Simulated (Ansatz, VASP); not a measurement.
Two plane-wave programs on GaN

```
CELL_PARAMETERS angstrom
0.00000 2.24895 2.24895
2.24895 0.00000 2.24895
2.24895 2.24895 0.00000
ATOMIC_POSITIONS crystal
Ga 0.00000 0.00000 0.00000
N 0.75000 0.75000 0.75000
```

Alike in both runs: task single point; functional r2SCAN; k mesh 6 × 6 × 6; no spin polarisation.

```csv
,VASP,Ansatz
version,VASP 6.6.1,Ansatz 0.2.0
potentials or method,"VASP PAW PBE potentials, release 64 (Ga_d, N)",plane waves
plane-wave cutoff (eV),520,500
occupations,"gaussian, width 0.01 eV",fixed
valence electrons in the cell,18,18
```

|  | VASP | Ansatz | Ansatz less VASP |
| --- | --- | --- | --- |
| gap on the k mesh at the Fermi level (eV) | 2.16 | 2.17 | +0.009 |
| pressure (GPa) | 1.0 | 0.0 | -1.08 |

VASP's potentials were made for PBE, not for r2SCAN.
